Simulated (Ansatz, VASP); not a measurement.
Ga8H in VASP and in Ansatz

```
Ga H
1.0
    -2.86910    2.86910    4.79258
     2.86910   -2.86910    4.79258
     2.86910    2.86910   -4.79258
Ga H
8 1
Direct
  0.98733 0.98280 0.99547
  0.99854 0.99461 0.50392
  0.00813 0.51267 0.99547
  0.98733 0.49187 0.50453
  0.49069 0.99461 0.99608
  0.50539 0.00931 0.50392
  0.50539 0.50146 0.99608
  0.51720 0.51267 0.50453
  0.12500 0.37500 0.25000
```

Alike in both runs: functional PBE; k mesh 8 × 8 × 8; occupations gaussian, width 0.1 eV; no spin polarisation.

Ansatz relaxed the structure, and its values are those at the end. VASP's run is a single point on that final structure, the one shown.

|  | VASP | Ansatz |
| --- | --- | --- |
| version | VASP 6.6.1 | Ansatz 0.2.0 |
| potentials or method | VASP PAW PBE potentials, release 64 (Ga_d, H), cutoff 520 eV | scalar-relativistic, plane waves, PAW |
| valence electrons in the cell | 105 | 105 |

|  | VASP | Ansatz | Ansatz less VASP |
| --- | --- | --- | --- |
| gap on the k mesh at the Fermi level (eV) | none | none | - |
| pressure (GPa) | 0.1 | 0.0 | -0.07 |

A gap of «none» marks a metal or a gap that the smearing closes. The functional is the same, so the differences come from potentials, cutoffs and numerics.
